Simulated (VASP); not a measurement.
Al2Te2O:

```
CELL_PARAMETERS angstrom
2.87207 0.00000 0.00000
-1.43603 2.48728 0.00000
0.00000 0.00000 7.83622
ATOMIC_POSITIONS crystal
Al 0.33333 0.66667 0.43714
Al 0.66667 0.33333 0.56286
Te 0.33333 0.66667 0.78922
Te 0.66667 0.33333 0.21078
O 0.00000 0.00000 0.50000
```

| Property | Result |
| --- | --- |
| Program | VASP 6.6.1 |
| Task | relaxation of cell and atoms |
| Functional | PBE |
| Dispersion | D3(BJ) |
| Potentials or basis | VASP PAW PBE potentials, release 64 (Al, Te, O) |
| Cutoff | 600 eV |
| k mesh | 6 × 6 × 2 |
| Occupations | gaussian, width 0.1 eV |
| Spin | no spin polarisation |

At the start: pressure 178.3 GPa; volume 11.20 Å³/atom.

Task: How do energy, volume and symmetry change on relaxing?

Result: Over 14 steps the energy falls by 3967.5 meV/atom and the volume is 19.72 Å³/atom (+76.1 %); space group P-3m1 (No. 164, to 0.05 Å).

The path:
```tsv
step	energy change (eV)	largest force (eV/Å)	pressure (GPa)	volume (Å³)
1	0.0000	14.1659	178.26	55.98
2	-7.1426	1.5252	-17.94	227.88
3	-19.2366	0.8580	-9.81	112.56
4	-19.5263	0.8226	-6.84	106.90
5	-19.6869	1.1177	-0.11	97.99
6	-19.6913	1.0829	-1.03	99.00
7	-19.7919	0.4919	0.65	97.73
8	-19.8101	0.3470	1.72	97.02
9	-19.8357	0.0373	-0.52	99.38
10	-19.8359	0.0657	-0.33	99.16
11	-19.8370	0.0579	-0.07	98.76
12	-19.8370	0.0536	0.07	98.58
13	-19.8371	0.0547	0.04	98.65
14	-19.8376	0.0379	-0.02	98.58
```

Final structure:
```
Al Te O
1.0
     3.49500    0.00000    0.00000
    -1.74750    3.02675    0.00000
     0.00000    0.00000    9.31870
Al Te O
2 2 1
Cartesian
  0.0000 2.0178 3.5402
  1.7475 1.0089 5.7785
  0.0000 2.0178 7.5689
  1.7475 1.0089 1.7498
  1.7475 3.0268 4.6593
```

Caveat: the k points lie up to 0.35 Å⁻¹ apart in the final cell; the volume moved by over 15 % at a fixed basis, so the end points are rough.
